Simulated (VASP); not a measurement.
# BaC3 (P6_3/mmc) in VASP: a series of runs

The runs below take BaC3 through single point, with PBE.

All numbers are computed with VASP 6.6.1; they aren't measurements. Logs are shortened: lines on timing, memory, paths and dates and some standing lists are left out, and cuts for length are marked.

## Step 1: The cell of the first run

It takes space group P6_3/mmc (No. 194, hexagonal). The conventional cell has a = 5.606 Å, b = 5.606 Å, c = 4.500 Å, α = 90.00°, β = 90.00°, γ = 120.00°. Ba (site symmetry -6m2) has 12 C at 2.77 to 2.80 Å within 3.7 Å. C (site symmetry mm2) has 4 Ba at 2.77 to 2.80 Å and 8 C at 2.77 to 2.81 Å within 3.7 Å.

## Step 2: Single point, PBE

Contents of INCAR:

```
SYSTEM = BaC3
PREC     = Accurate       ! precision mode
ENCUT    = 520            ! plane-wave cutoff, eV
EDIFF    = 1E-6           ! SCF threshold, eV
ISMEAR   = 0              ! smearing method
SIGMA    = 0.1            ! smearing width, eV
LREAL    = .FALSE.        ! projectors in reciprocal space
LASPH    = .TRUE.         ! aspherical terms in the spheres
NELM     = 60             ! most SCF steps
ALGO     = Normal         ! electronic algorithm
ISIF     = 2              ! what is computed and relaxed
LWAVE    = .FALSE.        ! write WAVECAR
LCHARG   = .FALSE.        ! write CHGCAR
GGA      = PE             ! functional
NBANDS   = 32             ! bands
```

Contents of KPOINTS:

```
regular mesh
0
G
  6 6 4
  0 0 0
```

Contents of POSCAR:

```
BaC3
1.0
    5.6060572097      0.0000000000      0.0000000000
   -2.8030286049      4.8549879587      0.0000000000
    0.0000000000      0.0000000000      4.4997258823
Ba C
2 6
Direct
    0.3333333333      0.6666666667      0.2500000000
    0.6666666667      0.3333333333      0.7500000000
    0.8330000000      0.6660000000      0.2500000000
    0.1670000000      0.8330000000      0.7500000000
    0.3340000000      0.1670000000      0.2500000000
    0.1670000000      0.3340000000      0.7500000000
    0.8330000000      0.1670000000      0.2500000000
    0.6660000000      0.8330000000      0.7500000000
```

Potentials or basis: VASP PAW PBE potentials, release 64 (Ba_sv, C).

Command:

```console
$ cat potpaw_PBE.64/Ba_sv/POTCAR potpaw_PBE.64/C/POTCAR > POTCAR
$ mpirun -np 1 vasp_std > vasp.out
```

OUTCAR:

```text
SYSTEM = BaC3
   PREC = Accurate
   ENCUT = 520
   EDIFF = 1E-6
   ISMEAR = 0
   LREAL = .FALSE.
   LASPH = .TRUE.
   NELM = 60
   ISIF = 2
   GGA = PE

 ion  position               nearest neighbor table
   1  0.333  0.667  0.250-   4 2.77   4 2.77   8 2.77   8 2.77   6 2.77   6 2.77   3 2.80   5 2.80
                             7 2.80   7 2.80   3 2.80   5 2.80   2 3.94   2 3.94   2 3.94   2 3.94
   2  0.667  0.333  0.750-   7 2.77   7 2.77   5 2.77   5 2.77   3 2.77   3 2.77   6 2.80   8 2.80
                             4 2.80   4 2.80   6 2.80   8 2.80   1 3.94   1 3.94   1 3.94   1 3.94
   3  0.833  0.666  0.250-   2 2.77   2 2.77   1 2.80   1 2.80
   4  0.167  0.833  0.750-   1 2.77   1 2.77   2 2.80   2 2.80
   5  0.334  0.167  0.250-   2 2.77   2 2.77   1 2.80   1 2.80
   6  0.167  0.334  0.750-   1 2.77   1 2.77   2 2.80   2 2.80
   7  0.833  0.167  0.250-   2 2.77   2 2.77   1 2.80   1 2.80
   8  0.666  0.833  0.750-   1 2.77   1 2.77   2 2.80   2 2.80

  LATTYP: Found a hexagonal cell.
 ALAT       =     5.6060572097
 C/A-ratio  =     0.8026542923

  Lattice vectors:

 A1 = (   5.6060572097,   0.0000000000,   0.0000000000)
 A2 = (  -2.8030286049,   4.8549879587,   0.0000000000)
 A3 = (   0.0000000000,   0.0000000000,   4.4997258823)

Analysis of symmetry for initial positions (statically):
=====================================================================
 Subroutine PRICEL returns:
 Original cell was already a primitive cell.

 Routine SETGRP: Setting up the symmetry group for a
 hexagonal supercell.

 Subroutine GETGRP returns: Found 24 space group operations
 (whereof 12 operations were pure point group operations)
 out of a pool of 24 trial point group operations.

The static configuration has the point symmetry D_3d.
 The point group associated with its full space group is D_6h.

Analysis of symmetry for dynamics (positions and initial velocities):
=====================================================================
 Subroutine PRICEL returns:
 Original cell was already a primitive cell.

 Routine SETGRP: Setting up the symmetry group for a
 hexagonal supercell.

 Subroutine GETGRP returns: Found 24 space group operations
 (whereof 12 operations were pure point group operations)
 out of a pool of 24 trial point group operations.

The dynamic configuration has the point symmetry D_3d.
 The point group associated with its full space group is D_6h.

[... 109 lines left out ...]
   NSW    =      0    number of steps for IOM
   IBRION =     -1    ionic relax: 0-MD 1-quasi-New 2-CG
   NFREE  =      0    steps in history (QN), initial steepest desc. (CG)
   ISIF   =      2    stress and relaxation
   ISYM   =      2    0-nonsym 1-usesym 2-fastsym
   POTIM  = 0.5000    time-step for ionic-motion
   TEBEG  =    0.0;   TEEND  =   0.0 temperature during run
   PSTRESS=    0.0 pullay stress
   NELECT =      44.0000    total number of electrons
   NUPDOWN=      -1.0000    fix difference up-down
   EMIN   =  10.00;   EMAX   =-10.00  energy-range for DOS
   EFERMI =   0.00;   METHOD = LEGACY
   ISMEAR =     0;   SIGMA  =   0.10  broadening in eV -4-tet -1-fermi 0-gaus
   EFERMI_NEDOS =   21; number of points for ismear=-14 and -15
   IALGO  =     38    algorithm
   IMIX   =      4    mixing-type and parameters
     AMIX     =   0.40;   BMIX     =  1.00
     AMIX_MAG =   1.60;   BMIX_MAG =  1.00
  volume/ion in A,a.u.               =      15.31       103.31
  Fermi-wavevector in a.u.,A,eV,Ry     =   1.163809  2.199281 18.428438  1.354452
  Thomas-Fermi vector in A             =   2.300355
   LORBIT       =      0    0 simple, 1 ext, 2 COOP (PROOUT), +10 PAW based schemes
   GGA     = PE    functional components
   LHFCALC =     F    Hartree Fock is set to
   AEXX    =    0.0000 exact exchange contribution
   IVDW    =     0    specifies the selected vdW correction
   LEPSILON=     F    determine dielectric tensor
   LRPA    =     F    only Hartree local field effects (RPA)
 non-spin polarized calculation
 Gauss-broadening in eV      SIGMA  =   0.10
  energy-cutoff  :      520.00
  volume of cell :      122.47
 maximum number of plane-waves:      3318
 NGX is ok and might be reduce to    42
   NGX = 21   NGY = 21   NGZ = 17

 number of electron      43.9999999 magnetization

 Free energy of the ion-electron system (eV)
  ---------------------------------------------------
  ext. energy  EPLUGINS =         0.00000000
  ---------------------------------------------------
  free energy    TOTEN  =       -31.92449073 eV

  energy without entropy =      -31.88605769  energy(sigma->0) =      -31.90527421

 E-fermi :   2.8746     XC(G=0): -10.5378

 val. band max:        2.8621250505   @ k =   0.3333   0.1667   0.2500
 cond. band min:       2.8791267169   @ k =   0.1667   0.1667   0.5000
 fundamental gap:      0.0170016664
 Fermi energy:         2.8745782648

 k-point     1 :       0.0000    0.0000    0.0000
  band No.  band energies     occupation
      1     -22.7946      2.00000
      2     -22.5026      2.00000
      3      -9.0730      2.00000
      4      -9.0730      2.00000
      5      -8.7221      2.00000
      6      -8.4444      2.00000
[... 724 lines left out ...]
     31       4.9127      0.00000
     32       4.9127      0.00000

------------------------ aborting loop because EDIFF is reached ----------------------------------------

  FORCE on cell =-STRESS in cart. coord.  units (eV):
  Direction    XX          YY          ZZ          XY          YZ          ZX
  --------------------------------------------------------------------------------------
  -------------------------------------------------------------------------------------
  Total        3.9309249      3.9309249     -4.4238301     -0.0000000      0.0000000      0.0000000
  in kB       51.4249160     51.4249160    -57.8731708     -0.0000000      0.0000000      0.0000000
  external PRESSURE =      14.9922204 kB  Pullay stress =       0.0000000 kB

 VOLUME and BASIS-vectors are now :
 -----------------------------------------------------------------------------
  energy-cutoff  :      520.00
  volume of cell :      122.47
      direct lattice vectors                 reciprocal lattice vectors
     5.606057210  0.000000000  0.000000000     0.178378486  0.102986867  0.000000000
    -2.803028605  4.854987959  0.000000000     0.000000000  0.205973734  0.000000000
     0.000000000  0.000000000  4.499725882     0.000000000  0.000000000  0.222235760

 POSITION                                       TOTAL-FORCE (eV/Angst)
 -----------------------------------------------------------------------------------
     -0.00000      3.23666      1.12493         0.000000      0.000000     -0.000000
      2.80303      1.61833      3.37479         0.000000     -0.000000     -0.000000
      2.80303      3.23342      1.12493        -0.000000      1.445506     -0.000000
     -1.39871      4.04420      3.37479        -1.251845      0.722753      0.000000
      1.40432      0.81078      1.12493        -1.251845     -0.722753     -0.000000
     -0.00000      1.62157      3.37479         0.000000     -1.445506      0.000000
      4.20174      0.81078      1.12493         1.251845     -0.722753     -0.000000
      1.39871      4.04420      3.37479         1.251845      0.722753     -0.000000
 -----------------------------------------------------------------------------------
    total drift:                               -0.000000      0.000000      0.000000

  FREE ENERGIE OF THE ION-ELECTRON SYSTEM (eV)
  ---------------------------------------------------
  free  energy   TOTEN  =       -31.9244907309 eV

  energy  without entropy=      -31.8860576930  energy(sigma->0) =      -31.90527421
```

stdout:

```text
POSCAR found type information on POSCAR BaC
 POSCAR found :  2 types and       8 ions
 scaLAPACK will be used
 LDA part: xc-table for (Slater+PW92), standard interpolation
 POSCAR, INCAR and KPOINTS ok, starting setup
 FFT: planning ... GRIDC
 FFT: planning ... GRID_SOFT
 FFT: planning ... GRID
 WAVECAR not read
 entering main loop
```

It took 44 s on 1 thread of Intel Xeon 6975P-C (Granite Rapids), shared host; peak memory 0.26 GiB.

What came out:

```yaml
Free_energy: -31.9245 eV
Pressure: 1.5 GPa
Largest_force: 1.446 eV/Å
Band_gap_on_the_k_mesh: zero (band 22 reaches 3.30 eV, above the bottom of band 23 at 2.41 eV)
```

Forces in eV/Å, atoms in the order of the input:
```
Ba   0.000  0.000  0.000
Ba   0.000  0.000  0.000
C    0.000  1.446  0.000
C   -1.252  0.723  0.000
C   -1.252 -0.723  0.000
C    0.000 -1.446  0.000
C    1.252 -0.723  0.000
C    1.252  0.723  0.000
```

Stress tensor (GPa, compression positive):
```
 5.14  0.00  0.00
 0.00  5.14  0.00
 0.00  0.00 -5.79
```

Caveat: spin-orbit coupling is left out, which moves the levels of the heavy elements; forces of over 1 eV/Å act on the atoms, so gaps and moduli don't describe the material at rest.

## Step 3: Single point, PBE

This run uses another cell than the first one, of 20.84 Å³/atom, 1.361 times its volume.

Contents of INCAR:

```
SYSTEM = BaC3
PREC     = Accurate       ! precision mode
ENCUT    = 520            ! plane-wave cutoff, eV
EDIFF    = 1E-6           ! SCF threshold, eV
ISMEAR   = 0              ! smearing method
SIGMA    = 0.1            ! smearing width, eV
LREAL    = .False.        ! projectors in reciprocal space
LASPH    = .True.         ! aspherical terms in the spheres
NELM     = 80             ! most SCF steps
ALGO     = Normal         ! electronic algorithm
ISIF     = 2              ! what is computed and relaxed
LWAVE    = .False.        ! write WAVECAR
LCHARG   = .False.        ! write CHGCAR
GGA      = PE             ! functional
NBANDS   = 32             ! bands
```

Contents of KPOINTS:

```
regular mesh
0
Gamma
  6 6 4
  0 0 0
```

Contents of POSCAR:

```
BaC3
1.0
    5.5410954844      0.0000000000      0.0000000000
   -2.7705477422      4.7987294542      0.0000000000
    0.0000000000      0.0000000000      6.2696681806
Ba C
2 6
Direct
    0.3333333333      0.6666666667      0.2500000000
    0.6666666667      0.3333333333      0.7500000000
    0.9147157089      0.8294314178      0.2500000000
    0.0852842911      0.9147157089      0.7500000000
    0.1705685822      0.0852842911      0.2500000000
    0.0852842911      0.1705685822      0.7500000000
    0.9147157089      0.0852842911      0.2500000000
    0.8294314178      0.9147157089      0.7500000000
```

Potentials or basis: VASP PAW PBE potentials, release 64 (Ba_sv, C).

Command:

```console
$ cat potpaw_PBE.64/Ba_sv/POTCAR potpaw_PBE.64/C/POTCAR > POTCAR
$ mpirun -np 1 vasp_std > vasp.out
```

Wall time 66 s (1 thread of Intel Xeon 6975P-C (Granite Rapids), shared host); peak memory 0.32 GiB.

It converged, with:

```yaml
Free_energy: -52.0891 eV
Pressure: 1.0 GPa
Largest_force: 0.142 eV/Å
Band_gap_on_the_k_mesh: 1.16 eV, indirect (least direct gap 1.37 eV)
```

Forces in eV/Å, atoms in the order of the input:
```
Ba   0.000  0.000  0.000
Ba   0.000  0.000  0.000
C    0.000 -0.142  0.000
C    0.123 -0.071  0.000
C    0.123  0.071  0.000
C    0.000  0.142  0.000
C   -0.123  0.071  0.000
C   -0.123 -0.071  0.000
```

Stress tensor (GPa, compression positive):
```
1.35 0.00 0.00
0.00 1.35 0.00
0.00 0.00 0.24
```

Levels at points of the mesh, in eV from the valence-band top:
```tsv
k point	band 20	band 21	band 22	band 23	band 24	band 25
(0.00, 0.00, 0.00)	-0.26	0.00	0.00	1.88	1.88	3.41
(0.50, 0.00, 0.00)	-0.97	-0.51	-0.21	1.16	1.64	3.70
(0.00, 0.00, 0.50)	-0.21	-0.21	-0.21	3.33	3.33	3.33
(0.50, 0.00, 0.50)	-0.99	-0.43	-0.43	2.16	2.16	2.78
```

Caveat: spin-orbit coupling is left out, which moves the levels of the heavy elements.
